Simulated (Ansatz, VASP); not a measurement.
# Al3B2Sb: VASP beside Ansatz

```xyz
12
Lattice="3.5150 -0.0004 -0.0007 -0.0012 6.0430 -0.0230 -0.0022 -0.0334 8.8696" Properties=species:S:1:pos:R:3 pbc="T T T"
Al    1.7527    1.0076    3.0078
Al    3.5123    4.0277    2.9965
Al    1.7595    1.0025    0.6052
Al    3.5154    4.0231    0.5941
Al    3.5133   -0.0492    7.6362
Al    1.7562    2.9741    7.6258
B     3.5144    1.9710    8.6737
B     1.7555    4.9926    8.6645
B     3.5155    2.0077    1.6915
B     1.7566    5.0293    1.6816
Sb    1.7544    3.0228    4.9543
Sb    3.5088    6.0444    4.9424
```

Change from the starting cell: cell x2, atoms moved at random (sigma 0.05 Å) and cell strained at random (1.5 %), then relaxed without symmetry.

Alike in both runs: functional PBE; k mesh 6 × 4 × 4; occupations gaussian, width 0.2 eV; no spin polarisation.

Ansatz relaxed the structure, and its values are those at the end. VASP's run is a single point on that final structure, the one shown.

|  | VASP | Ansatz |
| --- | --- | --- |
| version | VASP 6.6.1 | Ansatz 0.2.0 |
| potentials or method | VASP PAW PBE potentials, release 64 (Al, B, Sb), cutoff 520 eV | scalar-relativistic, plane waves, PAW |
| valence electrons in the cell | 40 | 60 |

Ansatz gave:

| Property | Result |
| --- | --- |
| gap on the k mesh at the Fermi level (eV) | none |
| pressure (GPa) | 0.0 |
| rms of the force components (eV/Å) | 0.005 |

Q: What did VASP give for the same quantities?

A: gap on the k mesh at the Fermi level (eV): none; pressure (GPa): 0.1; rms of the force components (eV/Å): 0.008.

A gap of «none» marks a metal or a gap that the smearing closes. VASP's potentials hold 40 valence electrons a cell and Ansatz's 60, so a difference there can come from the potentials and not from the codes.

Neither program's run includes spin-orbit coupling.
